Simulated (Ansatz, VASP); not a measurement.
## TaN: VASP beside Ansatz

The input INCAR:

```
PREC = Accurate
ENCUT = 520
EDIFF = 1E-8
ISMEAR = -1
SIGMA = 0.02
LREAL = F
LASPH = T
NELM = 120
ALGO = Normal
ISIF = 2
LWAVE = F
LCHARG = F
GGA = PS
LEFG = T
NBANDS = 16
GGA_COMPAT = F
```

Contents of KPOINTS:

```
regular mesh
0
Gamma
  9 9 9
```

Contents of POSCAR:

```
TaN
1.0
   -0.0217900000      2.1681050000      2.1681050000
    2.1681050000     -0.0217900000      2.1681050000
    2.1681050000      2.1681050000     -0.0217900000
Ta N
1 1
Direct
    0.5000000000      0.5000000000      0.5000000000
    0.0000000000      0.0000000000      0.0000000000
```

Input for Ansatz:

```yaml
crystal:
  lattice:
    - [-0.02179, 2.168105, 2.168105]
    - [2.168105, -0.02179, 2.168105]
    - [2.168105, 2.168105, -0.02179]
  atoms:
    - { symbol: Ta, position: [0.5, 0.5, 0.5] }
    - { symbol: "N", position: [0.0, 0.0, 0.0] }
kpoints:
  mp_grid: { grid: [9, 9, 9] }
scf:
  occupations: { method: fermi_dirac, width: 0.02 }
hamiltonian:
  xc: pbesol
  pseudopotentials: { kind: paw }
output:
  forces: true
  stress: true
  eigenvalues: true
  efg: { contact_densities: true }
```

Change from the starting cell: equal xy, yz and zx shear strains of -1 %, PAW files.

Alike in both runs: task electric field gradients; functional PBEsol; k mesh 9 × 9 × 9; occupations fermi-dirac, width 0.02 eV; no spin polarisation.

|  | VASP | Ansatz |
| --- | --- | --- |
| version | VASP 6.6.1 | Ansatz 0.2.0 |
| potentials or method | VASP PAW PBE potentials, release 64 (Ta_sv_GW, N) | PAW with Ansatz's default frozen-core files, scalar-relativistic |
| plane-wave cutoff (eV) | 520 | 420 |
| valence electrons in the cell | 18 | 18 |

```tsv
	VASP	Ansatz	Ansatz less VASP
size of Vzz on the site where it differs most (V/Å²)	1.5	0.2	-1.35
```

VASP's potentials were made for PBE, not for PBEsol. With one functional, cell and mesh, what is left measures potentials, basis and numerics.

Neither program's run includes spin-orbit coupling.
